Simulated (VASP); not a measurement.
# CoPdO2 (R-3m) in VASP: further runs, part 2 of 2

VASP 6.6.1. The steps go on from the part before.

## (3) Single point, RPBE+D4+U, collinear spin, zero start (10.36 Å³/atom)

This run uses another cell than the first one, of 10.36 Å³/atom.

INCAR reads:

```
ALGO     = Normal         # electronic algorithm
EDIFF    = 1E-6           # SCF threshold, eV
ENCUT    = 520            # plane-wave cutoff, eV
GGA      = RP             # functional
ISIF     = 2              # what is computed and relaxed
ISMEAR   = 0              # smearing method
ISPIN    = 2              # spin polarisation
IVDW     = 13             # dispersion correction
LASPH    = True           # aspherical terms in the spheres
LCHARG   = False          # write CHGCAR
LDAU     = True           # DFT+U
LDAUJ    = 0 0 0        
LDAUL    = 2 -1 -1        # shell
LDAUPRINT= 1            
LDAUTYPE = 2            
LDAUU    = 3.3 0 0        # U, eV
LMAXMIX  = 4              # l up to which the mixer works
LORBIT   = 11             # projections on sites
LREAL    = False          # projectors in reciprocal space
LWAVE    = False          # write WAVECAR
MAGMOM   = 0 0 0 0        # initial moments
NBANDS   = 28             # bands
NELM     = 150            # most SCF steps
PREC     = Accurate       # precision mode
SIGMA    = 0.05           # smearing width, eV
```

KPOINTS reads:

```
k-points
0
Gamma
  10 10 10
```

POSCAR reads:

```
CoPdO2
1.0
    1.4191168869      0.8193275167      5.9393179572
   -1.4191168869      0.8193275167      5.9393179572
    0.0000000000     -1.6386550333      5.9393179572
Co Pd O
1 1 2
Direct
    0.5000000000      0.5000000000      0.5000000000
    0.0000000000      0.0000000000      0.0000000000
    0.1118020898      0.1118020898      0.1118020898
    0.8881979102      0.8881979102      0.8881979102
```

Potentials or basis: VASP PAW PBE potentials, release 64 (Co, Pd, O).

Run with:

```sh
$ cat potpaw_PBE.64/Co/POTCAR potpaw_PBE.64/Pd/POTCAR potpaw_PBE.64/O/POTCAR > POTCAR
$ mpirun -np 1 vasp_std > vasp.out
```

OUTCAR:

```text
EDIFF = 1E-6
   ENCUT = 520
   GGA = RP
   ISIF = 2
   ISMEAR = 0
   ISPIN = 2
   IVDW = 13
   LASPH = True
   LORBIT = 11
   LREAL = False
   NELM = 150
   PREC = Accurate

 ion  position               nearest neighbor table
   1  0.500  0.500  0.500-   3 1.91   3 1.91   4 1.91   4 1.91   3 1.91   4 1.91
   2  0.000  0.000  0.000-   3 1.99   4 1.99
   3  0.112  0.112  0.112-   1 1.91   1 1.91   1 1.91   2 1.99
   4  0.888  0.888  0.888-   1 1.91   1 1.91   1 1.91   2 1.99

  LATTYP: Found a trigonal (rhomboedric) cell.
 ALAT       =     6.1612245629
 COS(alpha) =     0.8938958781

  Lattice vectors:

 A1 = (   1.4191168869,   0.8193275167,   5.9393179572)
 A2 = (  -1.4191168869,   0.8193275167,   5.9393179572)
 A3 = (   0.0000000000,  -1.6386550333,   5.9393179572)

Analysis of symmetry for initial positions (statically):
=====================================================================
 Subroutine PRICEL returns:
 Original cell was already a primitive cell.

 Routine SETGRP: Setting up the symmetry group for a
 trigonal (rhombohedral) supercell.

 Subroutine GETGRP returns: Found 12 space group operations
 (whereof 12 operations were pure point group operations)
 out of a pool of 12 trial point group operations.

The static configuration has the point symmetry D_3d.

Analysis of symmetry for dynamics (positions and initial velocities):
=====================================================================
 Subroutine PRICEL returns:
 Original cell was already a primitive cell.

 Routine SETGRP: Setting up the symmetry group for a
 trigonal (rhombohedral) supercell.

 Subroutine GETGRP returns: Found 12 space group operations
 (whereof 12 operations were pure point group operations)
 out of a pool of 12 trial point group operations.

The dynamic configuration has the point symmetry D_3d.

Analysis of structural, dynamic, and magnetic symmetry:
=====================================================================
 Subroutine PRICEL returns:
 Original cell was already a primitive cell.

 Routine SETGRP: Setting up the symmetry group for a
 trigonal (rhombohedral) supercell.

 Subroutine GETGRP returns: Found 12 space group operations
 (whereof 12 operations were pure point group operations)
 out of a pool of 12 trial point group operations.

The overall configuration has the point symmetry D_3d.

 Subroutine INISYM returns: Found 12 space group operations
 (whereof 12 operations are pure point group operations),
 and found     1 'primitive' translations

----------------------------------------------------------------------------------------

                                     Primitive cell

  volume of cell :      41.4346

  direct lattice vectors                    reciprocal lattice vectors
[... 128 lines left out ...]
  energy-cutoff  :      520.00
  volume of cell :       41.43
 maximum number of plane-waves:      1131
 NGX is ok and might be reduce to    48
   NGX = 23   NGY = 23   NGZ = 23

 number of electron      30.9999997 magnetization       0.0000038

atom =   1  type =  1  l = 2

 onsite density matrix

spin component  1

  0.7771  0.0000  0.0000  0.2684  0.0000
  0.0000  0.5831  0.0000  0.0000  0.2684
  0.0000  0.0000  0.9682  0.0000  0.0000
  0.2684  0.0000  0.0000  0.5831  0.0000
  0.0000  0.2684  0.0000  0.0000  0.7771

spin component  2

  0.7771  0.0000  0.0000  0.2684  0.0000
  0.0000  0.5831  0.0000  0.0000  0.2684
  0.0000  0.0000  0.9682  0.0000  0.0000
  0.2684  0.0000  0.0000  0.5831 -0.0000
  0.0000  0.2684  0.0000 -0.0000  0.7771

 occupancies and eigenvectors

  o =  0.3947  v = -0.5744  0.0000  0.0000  0.8186  0.0000  0.0000  0.0000  0.0000  0.0000  0.0000      0.0000  0.0000  0.0000  0.0000  0.0000  0.0000  0.0000  0.0000  0.0000  0.0000
  o =  0.3947  v =  0.0000 -0.8186  0.0000  0.0000  0.5744  0.0000  0.0000  0.0000  0.0000  0.0000      0.0000  0.0000  0.0000  0.0000  0.0000  0.0000  0.0000  0.0000  0.0000  0.0000
  o =  0.3947  v =  0.0000  0.0000  0.0000  0.0000  0.0000 -0.5744  0.0000  0.0000  0.8186  0.0000      0.0000  0.0000  0.0000  0.0000  0.0000  0.0000  0.0000  0.0000  0.0000  0.0000
  o =  0.3947  v =  0.0000  0.0000  0.0000  0.0000  0.0000  0.0000 -0.8186  0.0000  0.0000  0.5744      0.0000  0.0000  0.0000  0.0000  0.0000  0.0000  0.0000  0.0000  0.0000  0.0000
  o =  0.9655  v =  0.0000  0.5744 -0.0000  0.0000  0.8186  0.0000  0.0000  0.0000  0.0000  0.0000      0.0000  0.0000  0.0000  0.0000  0.0000  0.0000  0.0000  0.0000  0.0000  0.0000
  o =  0.9655  v = -0.8186  0.0000 -0.0000 -0.5744 -0.0000  0.0000  0.0000  0.0000  0.0000  0.0000      0.0000  0.0000  0.0000  0.0000  0.0000  0.0000  0.0000  0.0000  0.0000  0.0000
  o =  0.9655  v =  0.0000  0.0000  0.0000  0.0000  0.0000  0.0000  0.5744 -0.0000  0.0000  0.8186      0.0000  0.0000  0.0000  0.0000  0.0000  0.0000  0.0000  0.0000  0.0000  0.0000
  o =  0.9655  v =  0.0000  0.0000  0.0000  0.0000  0.0000 -0.8186  0.0000 -0.0000 -0.5744 -0.0000      0.0000  0.0000  0.0000  0.0000  0.0000  0.0000  0.0000  0.0000  0.0000  0.0000
  o =  0.9682  v =  0.0000 -0.0000 -1.0000  0.0000 -0.0000  0.0000  0.0000  0.0000  0.0000  0.0000      0.0000  0.0000  0.0000  0.0000  0.0000  0.0000  0.0000  0.0000  0.0000  0.0000
  o =  0.9682  v =  0.0000  0.0000  0.0000  0.0000  0.0000  0.0000 -0.0000 -1.0000  0.0000 -0.0000      0.0000  0.0000  0.0000  0.0000  0.0000  0.0000  0.0000  0.0000  0.0000  0.0000

 number of electron      30.9999997 magnetization      -0.0000057

 Free energy of the ion-electron system (eV)
  ---------------------------------------------------
  ext. energy  EPLUGINS =         0.00000000
  ---------------------------------------------------
  free energy    TOTEN  =       -21.48948119 eV

  energy without entropy =      -21.48629213  energy(sigma->0) =      -21.48788666

 E-fermi :   7.7874     XC(G=0): -12.2363

 val. band max:        7.7818373080   @ k =  -0.2000   0.2000   0.2000
 cond. band min:       7.7924818903   @ k =  -0.4000   0.3000   0.2000
 fundamental gap:      0.0106445823
 Fermi energy:         7.7874132253

 spin component 1

 k-point     1 :       0.0000    0.0000    0.0000
  band No.  band energies     occupation
      1     -12.9775      1.00000
      2     -11.1766      1.00000
      3      -0.7706      1.00000
      4       1.9812      1.00000
      5       1.9812      1.00000
      6       2.7394      1.00000
[... 1433 lines left out ...]
     26      24.2937      0.00000
     27      25.9364      0.00000

 [... further k-points ...]

 [bands above 27 left out]

------------------------ aborting loop because EDIFF is reached ----------------------------------------

  DFT-D4 for vdW energy calculation

  Edisp (eV):   -2.62181

  FORCE on cell =-STRESS in cart. coord.  units (eV):
  Direction    XX          YY          ZZ          XY          YZ          ZX
  --------------------------------------------------------------------------------------
  -------------------------------------------------------------------------------------
  Total      -0.48115    -0.48115    -0.10411    -0.00000    -0.00000    -0.00000
  in kB     -18.60482   -18.60482    -4.02577    -0.00000    -0.00000    -0.00000
  external pressure =      -13.75 kB  Pullay stress =        0.00 kB

 VOLUME and BASIS-vectors are now :
 -----------------------------------------------------------------------------
  energy-cutoff  :      520.00
  volume of cell :       41.43
      direct lattice vectors                 reciprocal lattice vectors
     1.419116887  0.819327517  5.939317957     0.352331795  0.203418857  0.056123167
    -1.419116887  0.819327517  5.939317957    -0.352331795  0.203418857  0.056123167
     0.000000000 -1.638655033  5.939317957     0.000000000 -0.406837713  0.056123167

 POSITION                                       TOTAL-FORCE (eV/Angst)
 -----------------------------------------------------------------------------------
      0.00000      0.00000      8.90898         0.000000      0.000000      0.000000
      0.00000      0.00000      0.00000         0.000000      0.000000     -0.000000
      0.00000      0.00000      1.99208         0.000000      0.000000      0.114018
      0.00000      0.00000     15.82587         0.000000     -0.000000     -0.114018
 -----------------------------------------------------------------------------------
    total drift:                               -0.000000     -0.000000     -0.000000

  FREE ENERGIE OF THE ION-ELECTRON SYSTEM (eV)
  ---------------------------------------------------
  free  energy   TOTEN  =       -24.1112882834 eV

  energy  without entropy=      -24.1080992229  energy(sigma->0) =      -24.10969375

 total charge

# of ion       s       p       d       tot
------------------------------------------
    1        0.427   0.654   7.341   8.422
    2        0.484   0.472   8.455   9.410
    3        1.562   3.463   0.000   5.025
    4        1.562   3.463   0.000   5.025
--------------------------------------------------
tot          4.035   8.050  15.796  27.882

 magnetization (x)

# of ion       s       p       d       tot
------------------------------------------
    1       -0.000   0.000  -0.000  -0.000
    2       -0.000  -0.000  -0.000  -0.000
    3       -0.000  -0.000   0.000  -0.000
    4       -0.000  -0.000   0.000  -0.000
--------------------------------------------------
tot         -0.000  -0.000  -0.000  -0.000
```

Wall time 7.5 min (1 thread of Intel Xeon 6975P-C (Granite Rapids), shared host); peak memory 0.55 GiB.

What came out:

```
Free energy                                           : -24.1113 eV
Pressure                                              : -1.4 GPa
Largest force                                         : 0.114 eV/Å
Net moment                                            : 0.00 μB per cell
Valence electrons inside the program's atomic spheres : Co 8.42; Pd 9.41; O 5.03
Dispersion energy per atom                            : -0.655 eV
```

Forces in eV/Å, atoms in the order of the input:
```
Co   0.000  0.000  0.000
Pd   0.000  0.000  0.000
O    0.000  0.000  0.114
O    0.000  0.000 -0.114
```

Stress tensor (GPa, compression positive):
```
-1.86  0.00  0.00
 0.00 -1.86  0.00
 0.00  0.00 -0.40
```

Levels at points of the mesh, in eV from the Fermi level:
Spin up:
| k point | band 14 | band 15 | band 16 | band 17 | band 18 | band 19 |
| --- | --- | --- | --- | --- | --- | --- |
| (0.00, 0.00, 0.00) | -2.14 | -1.48 | -1.48 | 2.35 | 2.35 | 3.10 |
| (0.50, 0.00, 0.00) | -1.27 | -0.36 | 0.89 | 1.69 | 2.01 | 3.63 |
| (0.50, 0.50, 0.00) | -1.72 | -0.36 | 0.35 | 2.30 | 2.31 | 3.66 |
| (0.50, 0.50, 0.50) | -1.61 | -0.68 | -0.68 | 2.07 | 2.07 | 4.36 |
Spin down:
```csv
k point,band 14,band 15,band 16,band 17,band 18,band 19
"(0.00, 0.00, 0.00)",-2.14,-1.48,-1.48,2.35,2.35,3.10
"(0.50, 0.00, 0.00)",-1.27,-0.36,0.89,1.69,2.01,3.63
"(0.50, 0.50, 0.00)",-1.72,-0.36,0.35,2.30,2.31,3.66
"(0.50, 0.50, 0.50)",-1.61,-0.68,-0.68,2.07,2.07,4.36
```

Eigenvalues of the final occupation matrices:
```tsv
site	spin	trace	eigenvalues
site 1 d	1	3.69	0.39 0.39 0.97 0.97 0.97
site 1 d	2	3.69	0.39 0.39 0.97 0.97 0.97
```

Caveat: the PAW data sets were made with another functional, which shifts forces and pressure a little.

## (4) Relaxation of shape and atoms at fixed volume, revPBE+D3(BJ)+U, collinear spin, zero start (10.75 Å³/atom)

This run uses another cell than the first one, of 10.75 Å³/atom.

INCAR reads:

```
  PREC = Accurate
  ENCUT = 600
  EDIFF = 1E-6
  ISMEAR = 0
  SIGMA = 0.05
  LREAL = F
  LASPH = T
  NELM = 150
  ALGO = Normal
  ISIF = 4
  LWAVE = F
  LCHARG = F
  ISPIN = 2
  MAGMOM = 0 0 0 0
  LORBIT = 11
  LMAXMIX = 4
  LDAU = T
  LDAUTYPE = 2
  LDAUL = 2 -1 -1
  LDAUU = 3.3 0 0
  LDAUJ = 0 0 0
  LDAUPRINT = 1
  GGA = RE
  IVDW = 12
  IBRION = 2
  NSW = 60
  EDIFFG = -0.01
```

KPOINTS reads:

```
regular mesh
0
Gamma
  10 10 10
```

POSCAR reads:

```
CoPdO2
1.0
    1.4386249206      0.8305904854      5.9951219840
   -1.4386249206      0.8305904854      5.9951219840
    0.0000000000     -1.6611809701      5.9951219841
Co Pd O
1 1 2
Direct
    0.5000000000      0.5000000000      0.5000000000
    0.0000000000      0.0000000000      0.0000000000
    0.1120904201      0.1120904201      0.1120904201
    0.8879095799      0.8879095799      0.8879095799
```

Run with:

```sh
$ cat potpaw_PBE.64/Co/POTCAR potpaw_PBE.64/Pd/POTCAR potpaw_PBE.64/O/POTCAR > POTCAR
$ mpirun -np 1 vasp_std > vasp.out
```

It took 47 min on 1 thread of Intel Xeon 8259CL, shared host; peak memory 0.61 GiB.

The run converged. Its results:

| Property | Result |
| --- | --- |
| Free energy | -24.0326 eV |
| Energy gained by relaxing | 0.2 meV/atom |
| Ionic steps | 4 |
| Pressure after relaxing | -8.6 GPa |
| Largest force after relaxing | 0.005 eV/Å |
| Net moment | 0.00 μB per cell |
| Valence electrons inside the program's atomic spheres | Co 8.33; Pd 9.33; O 5.00 |
| Dispersion energy per atom | -0.543 eV |

Forces on the atoms (eV/Å):
```
Co   0.000  0.000  0.000
Pd   0.000  0.000  0.000
O    0.000  0.000  0.005
O    0.000  0.000 -0.005
```

Stress tensor (GPa, compression positive):
```
-8.60  0.00  0.00
 0.00 -8.60  0.00
 0.00  0.00 -8.48
```

The path:
| step | energy change (eV) | largest force (eV/Å) | pressure (GPa) | volume (Å³) |
| --- | --- | --- | --- | --- |
| 1 | 0.0000 | 0.1255 | -8.82 | 42.98 |
| 2 | -0.0009 | 0.0099 | -8.61 | 42.98 |
| 3 | -0.0009 | 0.0124 | -8.58 | 42.98 |
| 4 | -0.0009 | 0.0049 | -8.56 | 42.98 |

Final structure:
```
CELL_PARAMETERS angstrom
1.44033 0.83157 5.98095
-1.44033 0.83157 5.98095
0.00000 -1.66315 5.98095
ATOMIC_POSITIONS crystal
Co 0.50000 0.50000 0.50000
Pd 0.00000 0.00000 0.00000
O 0.11243 0.11243 0.11243
O 0.88757 0.88757 0.88757
```

Levels at points of the mesh, in eV from the Fermi level:
Spin up:
```csv
k point,band 12,band 13,band 14,band 15,band 16,band 17,band 18,band 19
"(0.00, 0.00, 0.00)",-2.36,-2.36,-2.04,-1.41,-1.41,2.31,2.31,2.91
"(0.50, 0.00, 0.00)",-1.98,-1.89,-1.22,-0.35,0.82,1.60,1.99,3.62
"(0.50, 0.50, 0.00)",-2.26,-1.71,-1.64,-0.35,0.31,2.16,2.26,3.66
"(0.50, 0.50, 0.50)",-2.38,-2.38,-1.54,-0.66,-0.66,2.05,2.05,4.18
```
Spin down:
| k point | band 13 | band 14 | band 15 | band 16 | band 17 | band 18 | band 19 |
| --- | --- | --- | --- | --- | --- | --- | --- |
| (0.00, 0.00, 0.00) | -2.36 | -2.04 | -1.41 | -1.41 | 2.31 | 2.31 | 2.91 |
| (0.50, 0.00, 0.00) | -1.89 | -1.22 | -0.35 | 0.82 | 1.60 | 1.99 | 3.62 |
| (0.50, 0.50, 0.00) | -1.71 | -1.64 | -0.35 | 0.31 | 2.16 | 2.26 | 3.66 |
| (0.50, 0.50, 0.50) | -2.38 | -1.54 | -0.66 | -0.66 | 2.05 | 2.05 | 4.18 |

Eigenvalues of the final occupation matrices:
```csv
site,spin,trace,eigenvalues
site 1 d,1,3.67,0.39 0.39 0.96 0.96 0.97
site 1 d,2,3.67,0.39 0.39 0.96 0.96 0.97
```

Caveat: the PAW data sets were made with another functional, which shifts forces and pressure a little.

## (5) Single point, BLYP+D3(BJ)+U, collinear spin

This run uses another cell than the first one, of 10.44 Å³/atom.

INCAR reads:

```
  PREC = Accurate
  ENCUT = 520
  EDIFF = 1E-6
  ISMEAR = 0
  SIGMA = 0.05
  LREAL = F
  LASPH = T
  NELM = 150
  ALGO = Normal
  ISIF = 2
  LWAVE = F
  LCHARG = F
  ISPIN = 2
  MAGMOM = 0.05 0.05 0 0
  LORBIT = 11
  LMAXMIX = 4
  LDAU = T
  LDAUTYPE = 2
  LDAUL = 2 -1 -1
  LDAUU = 3.3 0 0
  LDAUJ = 0 0 0
  LDAUPRINT = 1
  GGA = B5
  ALDAX = 1.0
  AGGAX = 1.0
  AGGAC = 1.0
  ALDAC = 0.0
  IVDW = 12
  VDW_S6 = 1.0
  VDW_S8 = 2.6996
  VDW_A1 = 0.4298
  VDW_A2 = 4.2359
  NBANDS = 28
```

KPOINTS is that of step 4.

POSCAR reads:

```
CoPdO2
1.0
    1.4232529685      0.8217154845      5.9536950848
   -1.4232529685      0.8217154845      5.9536950848
    0.0000000000     -1.6434309690      5.9536950848
Co Pd O
1 1 2
Direct
    0.5000000000      0.5000000000      0.5000000000
    0.0000000000      0.0000000000      0.0000000000
    0.1119750639      0.1119750639      0.1119750639
    0.8880249361      0.8880249361      0.8880249361
```

Run with:

```sh
$ cat potpaw_PBE.64/Co/POTCAR potpaw_PBE.64/Pd/POTCAR potpaw_PBE.64/O/POTCAR > POTCAR
$ mpirun -np 1 vasp_std > vasp.out
```

It took 13 min on 1 thread of AMD EPYC 9R45 (Zen 5), shared host; peak memory 0.52 GiB.

Results (log left out):

| Item | Value |
| --- | --- |
| Free energy | -24.1922 eV |
| Pressure | 1.2 GPa |
| Largest force | 0.046 eV/Å |
| Net moment | 0.00 μB per cell |
| Valence electrons inside the program's atomic spheres | Co 8.38; Pd 9.38; O 5.02 |
| Dispersion energy per atom | -0.620 eV |

Forces on the atoms (eV/Å):
```
Co   0.000  0.000  0.000
Pd   0.000  0.000  0.000
O    0.000  0.000  0.046
O    0.000  0.000 -0.046
```

Stress tensor (GPa, compression positive):
```
0.85 0.00 0.00
0.00 0.85 0.00
0.00 0.00 2.00
```

Levels at points of the mesh, in eV from the Fermi level:
Spin up:
```
           k point  band 12  band 13  band 14  band 15  band 16  band 17  band 18  band 19  band 20  band 21
(0.00, 0.00, 0.00)    -2.50    -2.50    -2.24    -1.48    -1.48     2.33     2.33     3.12     6.86     9.53
(0.50, 0.00, 0.00)    -2.11    -2.03    -1.27    -0.35     0.88     1.68     2.00     3.72     8.53    10.96
(0.50, 0.50, 0.00)    -2.43    -1.81    -1.72    -0.35     0.36     2.25     2.29     3.76     9.20    10.18
(0.50, 0.50, 0.50)    -2.52    -2.52    -1.71    -0.70    -0.70     2.06     2.06     4.31     5.69     9.76
```
Spin down:
| k point | band 12 | band 13 | band 14 | band 15 | band 16 | band 17 | band 18 | band 19 | band 20 | band 21 |
| --- | --- | --- | --- | --- | --- | --- | --- | --- | --- | --- |
| (0.00, 0.00, 0.00) | -2.50 | -2.50 | -2.24 | -1.48 | -1.48 | 2.33 | 2.33 | 3.12 | 6.86 | 9.53 |
| (0.50, 0.00, 0.00) | -2.11 | -2.03 | -1.27 | -0.35 | 0.88 | 1.68 | 2.00 | 3.72 | 8.53 | 10.96 |
| (0.50, 0.50, 0.00) | -2.43 | -1.81 | -1.72 | -0.35 | 0.36 | 2.25 | 2.29 | 3.76 | 9.20 | 10.18 |
| (0.50, 0.50, 0.50) | -2.52 | -2.52 | -1.71 | -0.70 | -0.70 | 2.06 | 2.06 | 4.31 | 5.69 | 9.76 |

Eigenvalues of the final occupation matrices:
```
    site  spin  trace               eigenvalues
site 1 d     1   3.69  0.39 0.39 0.97 0.97 0.97
site 1 d     2   3.69  0.39 0.39 0.97 0.97 0.97
```

Caveat: the PAW data sets were made with another functional, which shifts forces and pressure a little.

## (6) The runs side by side

```tsv
task	level	spin	cell	cutoff (eV)	gap on the mesh (eV)	pressure (GPa)	moment (μB)	largest force (eV/Å)
single point	revPBE+D3(BJ)+U	collinear, zero start	a = 6.159 Å, angles 26.6°, 4 atoms	520	none	-1.4	0.00	0.09
single point	RPBE+D4+U	collinear, zero start	a = 6.161 Å, angles 26.6°, 4 atoms	520	none	-1.4	0.00	0.11
relaxation of shape and atoms at fixed volume	revPBE+D3(BJ)+U	collinear, zero start	relaxed from a = 6.221 Å, angles 26.7°, 4 atoms	600	none	-8.6	0.00	-
single point	BLYP+D3(BJ)+U	collinear	a = 6.176 Å, angles 26.6°, 4 atoms	520	none	1.2	0.00	0.05
```

Alike in all rows: potentials or basis VASP PAW PBE potentials, release 64 (Co, Pd, O); Co d U = 3.3 eV; k mesh 10 × 10 × 10; smearing gaussian 0.05 eV.

Caveats: the PAW data sets were made with another functional, which shifts forces and pressure a little.

Absolute energies hang on the potentials; compare differences alone.
